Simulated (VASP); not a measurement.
# Al2Pt (I4mm) in VASP: single point with PBE

Aim: the single point of Al2Pt with PBE.

Program: VASP 6.6.1. These are calculated values, not measurements. Logs are shortened: lines on timing, memory, paths and dates and some standing lists are left out, and cuts for length are marked.

## Step 1: The cell of the first run

It takes space group I4mm (No. 107, tetragonal). The conventional cell has a = 4.242 Å, b = 4.242 Å, c = 5.467 Å, α = 90.00°, β = 90.00°, γ = 90.00°. Al (site symmetry 2mm) has 4 Pt at 2.46 to 2.59 Å and 6 Al at 2.73 to 3.00 Å within 3.2 Å. Within 3.2 Å of Pt (site symmetry 4mm) lie 8 Al at 2.46 to 2.59 Å.

## Step 2: Single point, PBE (strained and its atoms moved)

INCAR

```
SYSTEM = Al2Pt
PREC = Accurate ; ENCUT = 520
EDIFF = 1E-6 ; ISMEAR = 0
SIGMA = 0.1 ; LREAL = .FALSE.
LASPH = .TRUE. ; NELM = 60
ALGO = Fast ; ISIF = 2
LWAVE = .FALSE. ; LCHARG = .FALSE.
GGA = PE ; NBANDS = 15
```

KPOINTS

```
Automatic mesh
0
G
  12 12 12
  0 0 0
```

POSCAR

```
Al2Pt
1.0
    0.0000000000      2.7334636500      2.9994136500
    2.9994136500      0.0000000000      2.9994136500
    2.9994136500      2.7334636500      0.0000000000
Al Pt
2 1
Direct
    0.2428212510      0.2571787490      0.2428212510
    0.7428212510      0.7571787490      0.7428212510
    0.0143574981     -0.0143574981      0.0143574981
```

Potentials or basis: VASP PAW PBE potentials, release 64 (Al, Pt).

Run with:

```
> cat potpaw_PBE.64/Al/POTCAR potpaw_PBE.64/Pt/POTCAR > POTCAR
> mpirun -np 1 vasp_std > vasp.out
```

OUTCAR:

```text
SYSTEM = Al2Pt
   PREC = Accurate
   ENCUT = 520
   EDIFF = 1E-6
   ISMEAR = 0
   LREAL = .FALSE.
   LASPH = .TRUE.
   NELM = 60
   ISIF = 2
   GGA = PE

 ion  position               nearest neighbor table
   1  0.243  0.257  0.243-   3 2.46   3 2.46   3 2.59   3 2.59   2 2.73   2 2.73   2 3.00   2 3.00
                             2 3.00   2 3.00
   2  0.743  0.757  0.743-   3 2.46   3 2.46   3 2.59   3 2.59   1 2.73   1 2.73   1 3.00   1 3.00
                             1 3.00   1 3.00
   3  0.014  0.986  0.014-   2 2.46   2 2.46   1 2.46   1 2.46   2 2.59   1 2.59   2 2.59   1 2.59

  LATTYP: Found a body centered tetragonal cell.
 ALAT       =     4.2418114630
 C/A-ratio  =     1.2888190217

  Lattice vectors:

 A1 = (   0.0000000000,  -2.7334636500,   2.9994136500)
 A2 = (   0.0000000000,  -2.7334636500,  -2.9994136500)
 A3 = (   2.9994136500,   2.7334636500,   0.0000000000)

Analysis of symmetry for initial positions (statically):
=====================================================================
 Subroutine PRICEL returns:
 Original cell was already a primitive cell.

 Routine SETGRP: Setting up the symmetry group for a
 body centered tetragonal supercell.

 Subroutine GETGRP returns: Found  8 space group operations
 (whereof  8 operations were pure point group operations)
 out of a pool of 16 trial point group operations.

The static configuration has the point symmetry C_4v.

Analysis of symmetry for dynamics (positions and initial velocities):
=====================================================================
 Subroutine PRICEL returns:
 Original cell was already a primitive cell.

 Routine SETGRP: Setting up the symmetry group for a
 body centered tetragonal supercell.

 Subroutine GETGRP returns: Found  8 space group operations
 (whereof  8 operations were pure point group operations)
 out of a pool of 16 trial point group operations.

The dynamic configuration has the point symmetry C_4v.

 Subroutine INISYM returns: Found  8 space group operations
 (whereof  8 operations are pure point group operations),
 and found     1 'primitive' translations

----------------------------------------------------------------------------------------

                                     Primitive cell

  volume of cell :      49.1831

  direct lattice vectors                    reciprocal lattice vectors
     0.000000000  2.733463650  2.999413650    -0.166699248  0.182918108  0.166699248
     2.999413650  0.000000000  2.999413650     0.166699248 -0.182918108  0.166699248
     2.999413650  2.733463650  0.000000000     0.166699248  0.182918108 -0.166699248

  length of vectors
     4.058116037  4.241811463  4.058116037     0.298389532  0.298389532  0.298389532

  position of ions in fractional coordinates (direct lattice)
     0.242821251  0.257178749  0.242821251
     0.742821251  0.757178749  0.742821251
     0.014357498  0.985642502  0.014357498

  ion indices of the primitive-cell ions
   primitive index   ion index
                 1           1
                 2           2
                 3           3

----------------------------------------------------------------------------------------

 KPOINTS: Automatic mesh

Automatic generation of k-mesh.
 Grid dimensions read from file:
 generate k-points for:   12   12   12

 Generating k-lattice:

  Cartesian coordinates                     Fractional coordinates (reciprocal lattice)
    -0.013891604  0.015243176  0.013891604     0.083333333  0.000000000  0.000000000
     0.013891604 -0.015243176  0.013891604     0.000000000  0.083333333  0.000000000
     0.013891604  0.015243176 -0.013891604     0.000000000  0.000000000  0.083333333

  Length of vectors
     0.024865794  0.024865794  0.024865794

  Shift w.r.t. Gamma in fractional coordinates (k-lattice)
     0.000000000  0.000000000  0.000000000

 Subroutine IBZKPT returns following result:
 ===========================================

 Found    163 irreducible k-points:

 Following reciprocal coordinates:
            Coordinates               Weight
  0.000000  0.000000  0.000000      1.000000
  0.083333  0.000000 -0.000000      8.000000
  0.166667  0.000000 -0.000000      8.000000
  0.250000  0.000000  0.000000      8.000000
  0.333333  0.000000 -0.000000      8.000000
  0.416667  0.000000 -0.000000      8.000000
[... 16 lines left out ...]
  0.500000  0.166667 -0.000000     16.000000
 -0.416667  0.166667  0.000000     16.000000
 [... further k-points ...]
   k-points           NKPTS =    163   k-points in BZ     NKDIM =    163   number of bands    NBANDS=     15
   number of dos      NEDOS =    301   number of ions     NIONS =      3
   total plane-waves  NPLWV =  28800
   dimension x,y,z NGX =    30 NGY =   32 NGZ =   30
   dimension x,y,z NGXF=    60 NGYF=   64 NGZF=   60
   ions per type =               2   1
   NGX,Y,Z   is equivalent  to a cutoff of  12.29, 12.54, 12.29 a.u.
   NGXF,Y,Z  is equivalent  to a cutoff of  24.58, 25.08, 24.58 a.u.
 SYSTEM =  Al2Pt
   PREC   = accura    normal or accurate (medium, high low for compatibility)
   ISTART =      0    job   : 0-new  1-cont  2-samecut
   ICHARG =      2    charge: 1-file 2-atom 10-const
   ISPIN  =      1    spin polarized calculation?
   LNONCOLLINEAR =      F non collinear calculations
   LSORBIT =      F    spin-orbit coupling
   LASPH  =      T    aspherical Exc in radial PAW
   ENCUT  =  520.0 eV  38.22 Ry    6.18 a.u.   7.55  7.89  7.55*2*pi/ulx,y,z
   NELM   =     60;   NELMIN=  2; NELMDL= -5     # of ELM steps
   EDIFF  = 0.1E-05   stopping-criterion for ELM
   LREAL  =      F    real-space projection
   EDIFFG = 0.1E-04   stopping-criterion for IOM
   NSW    =      0    number of steps for IOM
   IBRION =     -1    ionic relax: 0-MD 1-quasi-New 2-CG
   NFREE  =      0    steps in history (QN), initial steepest desc. (CG)
   ISIF   =      2    stress and relaxation
   ISYM   =      2    0-nonsym 1-usesym 2-fastsym
   POTIM  = 0.5000    time-step for ionic-motion
   TEBEG  =    0.0;   TEEND  =   0.0 temperature during run
   PSTRESS=    0.0 pullay stress
   NELECT =      16.0000    total number of electrons
   NUPDOWN=      -1.0000    fix difference up-down
   EMIN   =  10.00;   EMAX   =-10.00  energy-range for DOS
   EFERMI =   0.00;   METHOD = LEGACY
   ISMEAR =     0;   SIGMA  =   0.10  broadening in eV -4-tet -1-fermi 0-gaus
   EFERMI_NEDOS =   21; number of points for ismear=-14 and -15
   IALGO  =     68    algorithm
   IMIX   =      4    mixing-type and parameters
     AMIX     =   0.40;   BMIX     =  1.00
     AMIX_MAG =   1.60;   BMIX_MAG =  1.00
  volume/ion in A,a.u.               =      16.39       110.63
  Fermi-wavevector in a.u.,A,eV,Ry     =   1.125925  2.127690 17.248204  1.267707
  Thomas-Fermi vector in A             =   2.262604
   LORBIT       =      0    0 simple, 1 ext, 2 COOP (PROOUT), +10 PAW based schemes
   GGA     = PE    functional components
   LHFCALC =     F    Hartree Fock is set to
   AEXX    =    0.0000 exact exchange contribution
   IVDW    =     0    specifies the selected vdW correction
   LEPSILON=     F    determine dielectric tensor
   LRPA    =     F    only Hartree local field effects (RPA)
 non-spin polarized calculation
 RMM-DIIS sequential band-by-band and
 Gauss-broadening in eV      SIGMA  =   0.10
  energy-cutoff  :      520.00
  volume of cell :       49.18
 maximum number of plane-waves:      1363
   NGX = 15   NGY = 15   NGZ = 15

 number of electron      16.0000000 magnetization

 Free energy of the ion-electron system (eV)
  ---------------------------------------------------
  ext. energy  EPLUGINS =         0.00000000
  ---------------------------------------------------
  free energy    TOTEN  =       -16.01710070 eV

  energy without entropy =      -16.00937338  energy(sigma->0) =      -16.01323704

 E-fermi :   8.5118     XC(G=0): -10.9131

 val. band max:        8.5043760630   @ k =   0.3333  -0.3333   0.0833
 cond. band min:       8.5131794156   @ k =   0.2500   0.4167   0.0833
 fundamental gap:      0.0088033526
 Fermi energy:         8.5118332205

 k-point     1 :       0.0000    0.0000    0.0000
  band No.  band energies     occupation
      1      -2.1047      2.00000
      2       3.0889      2.00000
      3       3.2669      2.00000
      4       3.2669      2.00000
      5       4.3752      2.00000
      6       4.7849      2.00000
      7      11.7127      0.00000
      8      12.0976      0.00000
      9      12.0976      0.00000
     10      12.8176      0.00000
     11      13.3732      0.00000
     12      13.9921      0.00000
     13      13.9921      0.00000
     14      14.7259      0.00000
     15      14.7259      0.00000

 k-point     2 :       0.0833    0.0000   -0.0000
  band No.  band energies     occupation
      1      -2.0051      2.00000
      2       3.0719      2.00000
      3       3.2612      2.00000
      4       3.2976      2.00000
      5       4.3694      2.00000
      6       4.7670      2.00000
      7      10.9313      0.00000
      8      11.8666      0.00000
      9      11.8926      0.00000
     10      12.4197      0.00000
     11      13.8573      0.00000
     12      13.9198      0.00000
     13      13.9303      0.00000
     14      14.9590      0.00000
     15      15.2248      0.00000

 k-point     3 :       0.1667    0.0000   -0.0000
  band No.  band energies     occupation
      1      -1.7110      2.00000
      2       2.9526      2.00000
      3       3.3206      2.00000
      4       3.3708      2.00000
      5       4.3751      2.00000
      6       4.7273      2.00000
      7       9.2166      0.00000
      8      11.2894      0.00000
      9      11.6026      0.00000
     10      12.3214      0.00000
     11      13.5815      0.00000
     12      13.8003      0.00000
     13      14.7521      0.00000
     14      15.4603      0.00000
     15      15.5510      0.00000
[... 343 lines left out ...]
 k-point    23 :       0.5000    0.1667   -0.0000
  band No.  band energies     occupation
      1       0.4711      2.00000
      2       2.2942      2.00000
      3       3.3598      2.00000
      4       3.7322      2.00000
      5       4.4771      2.00000
      6       4.8382      2.00000
      7       4.9844      2.00000
      8       8.0670      2.00000
      9       9.0200      0.00000
     10      12.2931      0.00000
     11      14.0135      0.00000
     12      15.1064      0.00000
     13      15.8827      0.00000
     14      16.5312      0.00000
     15      18.6288      0.00000

 k-point    24 :      -0.4167    0.1667    0.0000
  band No.  band energies     occupation
      1       0.6455      2.00000
      2       2.1483      2.00000
      3       3.3510      2.00000
      4       3.7480      2.00000
      5       4.3982      2.00000
      6       4.7830      2.00000
      7       5.0955      2.00000
      8       7.7342      2.00000
      9       9.3010      0.00000
     10      12.4052      0.00000
     11      13.8399      0.00000
     12      15.1495      0.00000
     13      15.6249      0.00000
     14      17.4440      0.00000
     15      18.0207      0.00000

 [... further k-points ...]
[... 5 lines left out ...]
  --------------------------------------------------------------------------------------
  -------------------------------------------------------------------------------------
  Total        2.5228269      4.7215773      2.5228269     -0.0000000      0.0000000      0.0000000
  in kB       82.1830027    153.8089676     82.1830027     -0.0000000      0.0000000      0.0000000
  external PRESSURE =     106.0583243 kB  Pullay stress =       0.0000000 kB

 VOLUME and BASIS-vectors are now :
 -----------------------------------------------------------------------------
  energy-cutoff  :      520.00
  volume of cell :       49.18
      direct lattice vectors                 reciprocal lattice vectors
     0.000000000  2.733463650  2.999413650    -0.166699248  0.182918108  0.166699248
     2.999413650  0.000000000  2.999413650     0.166699248 -0.182918108  0.166699248
     2.999413650  2.733463650  0.000000000     0.166699248  0.182918108 -0.166699248

 POSITION                                       TOTAL-FORCE (eV/Angst)
 -----------------------------------------------------------------------------------
      1.49971      1.32749      1.49971         0.000000      0.589869      0.000000
      4.49912      4.06095      4.49912        -0.000000      0.589869     -0.000000
      2.99941      0.07849      2.99941         0.000000     -1.179738      0.000000
 -----------------------------------------------------------------------------------
    total drift:                               -0.000003     -0.000954     -0.000003

  FREE ENERGIE OF THE ION-ELECTRON SYSTEM (eV)
  ---------------------------------------------------
  free  energy   TOTEN  =       -16.0171006975 eV

  energy  without entropy=      -16.0093733808  energy(sigma->0) =      -16.01323704
```

It took 48 s on 1 thread of Intel Xeon 6975P-C (Granite Rapids), shared host; peak memory 0.26 GiB.

Results:

* Free energy: -16.0171 eV
* Pressure: 10.6 GPa
* Largest force: 1.180 eV/Å
* Band gap on the k mesh: zero (bands 8 and 9 overlap by 5.67 eV)

Forces on the atoms (eV/Å):
```
Al   0.000  0.590  0.000
Al   0.000  0.590  0.000
Pt   0.000 -1.180  0.000
```

Caveat: the cell differs from its parent crystal (strained and its atoms moved); the cell stands under pressure; spin-orbit coupling is left out, which moves the levels of the heavy elements; forces of over 1 eV/Å act on the atoms, so gaps and moduli don't describe the material at rest.
